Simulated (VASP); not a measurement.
Input of a VASP 6.6.1 run:

Contents of INCAR:

```
SYSTEM = In3Se
PREC = Accurate
ENCUT = 520
EDIFF = 1E-6
ISMEAR = 0
SIGMA = 0.15
LREAL = .FALSE.
LASPH = .TRUE.
NELM = 80
ALGO = Normal
ISIF = 2
LWAVE = .FALSE.
LCHARG = .TRUE.
GGA = PS
IVDW = 12
LELF = .TRUE.
LVHAR = .TRUE.
NBANDS = 30
```

KPOINTS

```
Automatic mesh
0
G
  10 10 10
  0 0 0
```

File POSCAR:

```
In3Se
1.0
    4.5873534318      0.0000000000      0.0000000000
    0.0000000000      4.5873534318      0.0000000000
    0.0000000000      0.0000000000      4.4965238338
In Se
3 1
Direct
    0.0000000000      0.5000000000      0.5000000000
    0.5000000000      0.0000000000      0.5000000000
    0.5000000000      0.5000000000      0.0000000000
    0.0000000000      0.0000000000      0.0000000000
```

Potentials or basis: VASP PAW PBE potentials, release 64 (In_d, Se).

Launch:

```bash
$ cat potpaw_PBE.64/In_d/POTCAR potpaw_PBE.64/Se/POTCAR > POTCAR
$ mpirun -np 1 vasp_std > vasp.out
```

Q: Estimate the pressure.

A: 1.1 GPa.

Q: What does it give for the band gap on the k mesh?

A: Zero (an odd number of electrons rules out a gap without spin polarisation).

Q: What does it give for the dispersion energy per atom?

A: -0.378 eV.

Caveat: the PAW data sets were made with another functional, which shifts forces and pressure a little; spin-orbit coupling is left out, which moves the levels of the heavy elements.
